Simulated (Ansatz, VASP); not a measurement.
SiC in VASP and in Ansatz

File POSCAR:

```
SiC
1.0
    0.0000000000      2.2068033015      2.2068033015
    2.2068033015      0.0000000000      2.2068033015
    2.2068033015      2.2068033015      0.0000000000
Si C
1 1
Direct
    0.0000000000      0.0000000000      0.0000000000
    0.2500000000      0.2500000000      0.2500000000
```

INCAR.step1

```
SYSTEM = SiC
ALGO = Normal
EDIFF = 1E-4
ENCUT = 520
GGA = PE
ISMEAR = 0
LASPH = .TRUE.
LCHARG = .FALSE.
LREAL = .FALSE.
LWAVE = .TRUE.
NBANDS = 11
NELM = 100
PREC = Accurate
SIGMA = 0.05
```

The input INCAR.step2:

```
SYSTEM = SiC
ALGO = Normal
EDIFF = 1E-6
ENCUT = 520
ISIF = 2
ISMEAR = 0
ISTART = 1
LASPH = .TRUE.
LCHARG = .FALSE.
LMIXTAU = .TRUE.
LREAL = .FALSE.
LWAVE = .FALSE.
METAGGA = R2SCAN
NBANDS = 11
NELM = 100
PREC = Accurate
SIGMA = 0.05
```

The input KPOINTS:

```
k-points
0
G
  10 10 10
  0 0 0
```

Input for Ansatz:

```yaml
crystal:
  lattice:
    - [0.0, 2.2068033015, 2.2068033015]
    - [2.2068033015, 0.0, 2.2068033015]
    - [2.2068033015, 2.2068033015, 0.0]
  atoms:
    - { symbol: Si, position: [0.0, 0.0, 0.0] }
    - { symbol: C, position: [0.25, 0.25, 0.25] }
basis:
  ecutwfc: 500
  ecutrho_ratio: 4
kpoints:
  mp_grid: { grid: [10, 10, 10] }
hamiltonian:
  xc: r2scan
scf:
  occupations: { method: gaussian, width: 0.05 }
output:
  forces: true
  stress: true
  eigenvalues: true
```

Alike in both runs: task single point; functional r2SCAN; k mesh 10 × 10 × 10; occupations gaussian, width 0.05 eV; no spin polarisation.

```csv
,VASP,Ansatz
version,VASP 6.6.1,Ansatz 0.2.0
potentials or method,"VASP PAW PBE potentials, release 64 (Si, C), cutoff 520 eV","scalar-relativistic, plane waves, PAW"
valence electrons in the cell,8,8
```

Ansatz gave:

```
gap on the k mesh at the Fermi level (eV) : 1.74
least direct gap on the mesh (eV)         : 5.00
pressure (GPa)                            : -8.3
```

Problem. Estimate VASP's values.

Solution. gap on the k mesh at the Fermi level (eV): 1.75; least direct gap on the mesh (eV): 5.01; pressure (GPa): -8.4.

VASP's potentials were made for PBE, not for r2SCAN. The functional is the same, so the differences come from potentials, cutoffs and numerics.
